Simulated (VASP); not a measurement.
# NbN (Fm-3m) in VASP: notebook

NbN is run at these levels: PBE; tasks: single point.

All numbers are computed with VASP 6.6.1; they aren't measurements. Logs are shortened: lines on timing, memory, paths and dates and some standing lists are left out, and cuts for length are marked.

### 1 The cell of the first run

Symmetry: Fm-3m, No. 225, cubic system. The conventional cell has a = 4.237 Å, b = 4.237 Å, c = 4.237 Å, α = 90.00°, β = 90.00°, γ = 90.00°. Nb (site symmetry m-3m) has 6 N at 2.12 Å within 2.8 Å. Within 2.8 Å of N (site symmetry m-3m) lie 6 Nb at 2.12 Å.

### 2 Single point, PBE (9.51 Å³/atom)

File INCAR:

```
PREC = Accurate
ENCUT = 600
EDIFF = 1E-6
ISMEAR = 0
SIGMA = 0.1
LREAL = False
LASPH = True
NELM = 120
ALGO = Normal
ISIF = 2
LWAVE = False
LCHARG = False
GGA = PE
NBANDS = 16
GGA_COMPAT = False
```

File KPOINTS:

```
Automatic mesh
0
Gamma
  16 16 16
```

File POSCAR:

```
NbN
1.0
    0.0000000000      2.1185469241      2.1185469241
    2.1185469241      0.0000000000      2.1185469241
    2.1185469241      2.1185469241      0.0000000000
Nb N
1 1
Direct
    0.5000000000      0.5000000000      0.5000000000
    0.0000000000      0.0000000000      0.0000000000
```

Potentials or basis: VASP PAW PBE potentials, release 64 (Nb_sv, N).

Command:

```console
cat potpaw_PBE.64/Nb_sv/POTCAR potpaw_PBE.64/N/POTCAR > POTCAR
mpirun -np 1 vasp_std > vasp.out
```

OUTCAR:

```text
PREC = Accurate
   ENCUT = 600
   EDIFF = 1E-6
   ISMEAR = 0
   LREAL = False
   LASPH = True
   NELM = 120
   ISIF = 2
   GGA = PE

 ion  position               nearest neighbor table
   1  0.500  0.500  0.500-   2 2.12   2 2.12   2 2.12   2 2.12   2 2.12   2 2.12
   2  0.000  0.000  0.000-   1 2.12   1 2.12   1 2.12   1 2.12   1 2.12   1 2.12

  LATTYP: Found a face centered cubic cell.
 ALAT       =     4.2370938482

  Lattice vectors:

 A1 = (   0.0000000000,   2.1185469241,   2.1185469241)
 A2 = (   2.1185469241,   0.0000000000,   2.1185469241)
 A3 = (   2.1185469241,   2.1185469241,   0.0000000000)

Analysis of symmetry for initial positions (statically):
=====================================================================
 Subroutine PRICEL returns:
 Original cell was already a primitive cell.

 Routine SETGRP: Setting up the symmetry group for a
 face centered cubic supercell.

 Subroutine GETGRP returns: Found 48 space group operations
 (whereof 48 operations were pure point group operations)
 out of a pool of 48 trial point group operations.

The static configuration has the point symmetry O_h .

Analysis of symmetry for dynamics (positions and initial velocities):
=====================================================================
 Subroutine PRICEL returns:
 Original cell was already a primitive cell.

 Routine SETGRP: Setting up the symmetry group for a
 face centered cubic supercell.

 Subroutine GETGRP returns: Found 48 space group operations
 (whereof 48 operations were pure point group operations)
 out of a pool of 48 trial point group operations.

The dynamic configuration has the point symmetry O_h .

 Subroutine INISYM returns: Found 48 space group operations
 (whereof 48 operations are pure point group operations),
 and found     1 'primitive' translations

----------------------------------------------------------------------------------------

                                     Primitive cell

  volume of cell :      19.0171

  direct lattice vectors                    reciprocal lattice vectors
     0.000000000  2.118546924  2.118546924    -0.236010822  0.236010822  0.236010822
     2.118546924  0.000000000  2.118546924     0.236010822 -0.236010822  0.236010822
     2.118546924  2.118546924  0.000000000     0.236010822  0.236010822 -0.236010822

  length of vectors
     2.996077793  2.996077793  2.996077793     0.408782734  0.408782734  0.408782734

  position of ions in fractional coordinates (direct lattice)
     0.500000000  0.500000000  0.500000000
     0.000000000  0.000000000  0.000000000

  ion indices of the primitive-cell ions
   primitive index   ion index
                 1           1
                 2           2

----------------------------------------------------------------------------------------

 KPOINTS: Automatic mesh

Automatic generation of k-mesh.
 Grid dimensions read from file:
 generate k-points for:   16   16   16

 Generating k-lattice:

  Cartesian coordinates                     Fractional coordinates (reciprocal lattice)
    -0.014750676  0.014750676  0.014750676     0.062500000  0.000000000  0.000000000
     0.014750676 -0.014750676  0.014750676     0.000000000  0.062500000  0.000000000
     0.014750676  0.014750676 -0.014750676     0.000000000  0.000000000  0.062500000

  Length of vectors
     0.025548921  0.025548921  0.025548921

  Shift w.r.t. Gamma in fractional coordinates (k-lattice)
     0.000000000  0.000000000  0.000000000

 Subroutine IBZKPT returns following result:
 ===========================================

 Found    145 irreducible k-points:

 Following reciprocal coordinates:
            Coordinates               Weight
  0.000000  0.000000  0.000000      1.000000
  0.062500  0.000000  0.000000      8.000000
  0.125000  0.000000  0.000000      8.000000
  0.187500  0.000000  0.000000      8.000000
  0.250000  0.000000  0.000000      8.000000
  0.312500  0.000000  0.000000      8.000000
[... 16 lines left out ...]
 -0.125000  0.062500  0.000000     24.000000
 -0.062500  0.062500  0.000000     12.000000
 [... further k-points ...]
   k-points           NKPTS =    145   k-points in BZ     NKDIM =    145   number of bands    NBANDS=     16
   number of dos      NEDOS =    301   number of ions     NIONS =      2
   total plane-waves  NPLWV =  13824
   dimension x,y,z NGX =    24 NGY =   24 NGZ =   24
   dimension x,y,z NGXF=    48 NGYF=   48 NGZF=   48
   ions per type =               1   1
   NGX,Y,Z   is equivalent  to a cutoff of  13.32, 13.32, 13.32 a.u.
   NGXF,Y,Z  is equivalent  to a cutoff of  26.63, 26.63, 26.63 a.u.
 SYSTEM =  unknown system
   PREC   = accura    normal or accurate (medium, high low for compatibility)
   ISTART =      0    job   : 0-new  1-cont  2-samecut
   ICHARG =      2    charge: 1-file 2-atom 10-const
   ISPIN  =      1    spin polarized calculation?
   LNONCOLLINEAR =      F non collinear calculations
   LSORBIT =      F    spin-orbit coupling
   LASPH  =      T    aspherical Exc in radial PAW
   ENCUT  =  600.0 eV  44.10 Ry    6.64 a.u.   5.98  5.98  5.98*2*pi/ulx,y,z
   NELM   =    120;   NELMIN=  2; NELMDL= -5     # of ELM steps
   EDIFF  = 0.1E-05   stopping-criterion for ELM
   LREAL  =      F    real-space projection
   EDIFFG = 0.1E-04   stopping-criterion for IOM
   NSW    =      0    number of steps for IOM
   IBRION =     -1    ionic relax: 0-MD 1-quasi-New 2-CG
   NFREE  =      0    steps in history (QN), initial steepest desc. (CG)
   ISIF   =      2    stress and relaxation
   ISYM   =      2    0-nonsym 1-usesym 2-fastsym
   POTIM  = 0.5000    time-step for ionic-motion
   TEBEG  =    0.0;   TEEND  =   0.0 temperature during run
   PSTRESS=    0.0 pullay stress
   NELECT =      18.0000    total number of electrons
   NUPDOWN=      -1.0000    fix difference up-down
   EMIN   =  10.00;   EMAX   =-10.00  energy-range for DOS
   EFERMI =   0.00;   METHOD = LEGACY
   ISMEAR =     0;   SIGMA  =   0.10  broadening in eV -4-tet -1-fermi 0-gaus
   EFERMI_NEDOS =   21; number of points for ismear=-14 and -15
   IALGO  =     38    algorithm
   IMIX   =      4    mixing-type and parameters
     AMIX     =   0.40;   BMIX     =  1.00
     AMIX_MAG =   1.60;   BMIX_MAG =  1.00
  volume/ion in A,a.u.               =       9.51        64.17
  Fermi-wavevector in a.u.,A,eV,Ry     =   1.607376  3.037501 35.152812  2.583659
  Thomas-Fermi vector in A             =   2.703415
   LORBIT       =      0    0 simple, 1 ext, 2 COOP (PROOUT), +10 PAW based schemes
   GGA     = PE    functional components
   LHFCALC =     F    Hartree Fock is set to
   AEXX    =    0.0000 exact exchange contribution
   IVDW    =     0    specifies the selected vdW correction
   LEPSILON=     F    determine dielectric tensor
   LRPA    =     F    only Hartree local field effects (RPA)
 non-spin polarized calculation
 Gauss-broadening in eV      SIGMA  =   0.10
  energy-cutoff  :      600.00
  volume of cell :       19.02
 maximum number of plane-waves:       648
   NGX = 11   NGY = 11   NGZ = 11

 number of electron      18.0000000 magnetization

 Free energy of the ion-electron system (eV)
  ---------------------------------------------------
  ext. energy  EPLUGINS =         0.00000000
  ---------------------------------------------------
  free energy    TOTEN  =       -20.17070038 eV

  energy without entropy =      -20.16507130  energy(sigma->0) =      -20.16788584

 E-fermi :  15.8319     XC(G=0): -14.0003

 val. band max:       15.8194621910   @ k =   0.3125   0.1250   0.0625
 cond. band min:      15.8470649925   @ k =  -0.1250   0.1875   0.0625
 fundamental gap:      0.0276028015
 Fermi energy:        15.8319229101

 k-point     1 :       0.0000    0.0000    0.0000
  band No.  band energies     occupation
      1     -40.5481      2.00000
      2     -16.0597      2.00000
      3     -16.0597      2.00000
      4     -16.0597      2.00000
      5      -2.4978      2.00000
      6      12.1577      2.00000
[... 8 lines left out ...]
     15      25.1481      0.00000
     16      40.5005      0.00000

 k-point     2 :       0.0625    0.0000    0.0000
  band No.  band energies     occupation
      1     -40.5399      2.00000
      2     -16.1264      2.00000
      3     -16.0647      2.00000
      4     -16.0647      2.00000
      5      -2.3891      2.00000
      6      11.6348      2.00000
[... 8 lines left out ...]
     15      25.4523      0.00000
     16      39.5006      0.00000

 k-point     3 :       0.1250    0.0000    0.0000
  band No.  band energies     occupation
      1     -40.5164      2.00000
      2     -16.3117      2.00000
      3     -16.0786      2.00000
      4     -16.0786      2.00000
      5      -2.0796      2.00000
      6      10.6294      2.00000
[... 8 lines left out ...]
     15      26.2933      0.00000
     16      37.6923      0.00000

 k-point     4 :       0.1875    0.0000    0.0000
  band No.  band energies     occupation
      1     -40.4811      2.00000
      2     -16.5789      2.00000
      3     -16.0992      2.00000
      4     -16.0992      2.00000
      5      -1.6136      2.00000
      6       9.5167      2.00000
[... 8 lines left out ...]
     15      27.4497      0.00000
     16      36.0615      0.00000
[... 324 lines left out ...]
 k-point    22 :      -0.1875    0.0625    0.0000
  band No.  band energies     occupation
      1     -40.4617      2.00000
      2     -16.6883      2.00000
      3     -16.1681      2.00000
      4     -16.0856      2.00000
      5      -1.3812      2.00000
      6       8.9381      2.00000
[... 8 lines left out ...]
     15      28.0219      0.00000
     16      34.2038      0.00000

 k-point    23 :      -0.1250    0.0625    0.0000
  band No.  band energies     occupation
      1     -40.4992      2.00000
      2     -16.4181      2.00000
      3     -16.1347      2.00000
      4     -16.0684      2.00000
      5      -1.8639      2.00000
      6       9.9593      2.00000
[... 8 lines left out ...]
     15      26.8831      0.00000
     16      36.0903      0.00000

 k-point    24 :      -0.0625    0.0625    0.0000
  band No.  band energies     occupation
      1     -40.5266      2.00000
      2     -16.2179      2.00000
      3     -16.0984      2.00000
      4     -16.0610      2.00000
      5      -2.2165      2.00000
      6      10.9309      2.00000
[... 8 lines left out ...]
     15      25.9346      0.00000
     16      38.0911      0.00000

 [... further k-points ...]
[... 5 lines left out ...]
  --------------------------------------------------------------------------------------
  -------------------------------------------------------------------------------------
  Total        6.0515404      6.0515404      6.0515404      0.0000000      0.0000000      0.0000000
  in kB      509.8380724    509.8380724    509.8380724      0.0000000      0.0000000      0.0000000
  external PRESSURE =     509.8380724 kB  Pullay stress =       0.0000000 kB

 VOLUME and BASIS-vectors are now :
 -----------------------------------------------------------------------------
  energy-cutoff  :      600.00
  volume of cell :       19.02
      direct lattice vectors                 reciprocal lattice vectors
     0.000000000  2.118546924  2.118546924    -0.236010822  0.236010822  0.236010822
     2.118546924  0.000000000  2.118546924     0.236010822 -0.236010822  0.236010822
     2.118546924  2.118546924  0.000000000     0.236010822  0.236010822 -0.236010822

 POSITION                                       TOTAL-FORCE (eV/Angst)
 -----------------------------------------------------------------------------------
      2.11855      2.11855      2.11855         0.000000      0.000000      0.000000
      0.00000      0.00000      0.00000        -0.000000     -0.000000     -0.000000
 -----------------------------------------------------------------------------------
    total drift:                                0.000000     -0.000000      0.000000

  FREE ENERGIE OF THE ION-ELECTRON SYSTEM (eV)
  ---------------------------------------------------
  free  energy   TOTEN  =       -20.1707003776 eV

  energy  without entropy=      -20.1650712957  energy(sigma->0) =      -20.16788584
```

Run time: 16 s. Hardware: 1 thread of Intel Xeon 6975P-C (Granite Rapids), shared host; peak memory 0.18 GiB.

What came out:

| Item | Value |
| --- | --- |
| Free energy | -20.1707 eV |
| Pressure | 51.0 GPa |
| Band gap on the k mesh | zero (bands 9 and 10 overlap by 4.11 eV) |

Levels at points of the mesh, in eV from the Fermi level:
| k point | band 6 | band 7 | band 8 | band 9 | band 10 | band 11 | band 12 | band 13 |
| --- | --- | --- | --- | --- | --- | --- | --- | --- |
| (0.00, 0.00, 0.00) | -3.67 | -3.67 | -3.67 | -2.32 | -2.32 | -2.32 | -0.14 | -0.14 |
| (0.50, 0.00, 0.00) | -9.98 | -7.88 | -7.88 | 1.79 | 1.79 | 2.36 | 4.83 | 7.90 |
| (0.50, 0.50, 0.00) | -5.84 | -5.81 | -4.22 | -4.22 | 1.91 | 3.35 | 3.35 | 5.16 |

Caveat: the cell stands under pressure.

[end of part 1 of 2]
